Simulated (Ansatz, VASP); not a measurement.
## AlN in VASP and in Ansatz

```xyz
6
Lattice="0.0000 2.2016 -2.2016 4.4032 0.0000 0.0000 -2.2016 -4.4032 -2.2016" Properties=species:S:1:pos:R:3 pbc="T T T"
Al    0.0000    0.0000    0.0000
Al    0.0000   -2.2016   -2.2016
Al    2.2016    0.0000   -2.2016
N     1.1008   -1.1008   -3.3024
N     3.3024   -1.1008   -1.1008
N     1.1008    1.1008   -1.1008
```

Alike in both runs: task relaxation of cell and atoms; functional PBE; k mesh 10 × 10 × 10; occupations gaussian, width 0.02 eV; no spin polarisation.

|  | VASP | Ansatz |
| --- | --- | --- |
| version | VASP 6.6.1 | Ansatz 0.2.0 |
| potentials or method | VASP PAW PBE potentials, release 64 (Al, N), cutoff 600 eV | scalar-relativistic, plane waves, PAW |
| valence electrons in the cell | 24 | 24 |

Ansatz gave:

| Property | Result |
| --- | --- |
| gap on the k mesh at the Fermi level, each at its own relaxed structure (eV) | 3.31 |
| relaxed volume (Å³/atom) | 10.67 |
| relaxed cell length with the largest relative difference (Å) | 4.403 |

What did VASP give for the same quantities?

gap on the k mesh at the Fermi level, each at its own relaxed structure (eV): 3.31; relaxed volume (Å³/atom): 10.65; relaxed cell length with the largest relative difference (Å): 4.400.
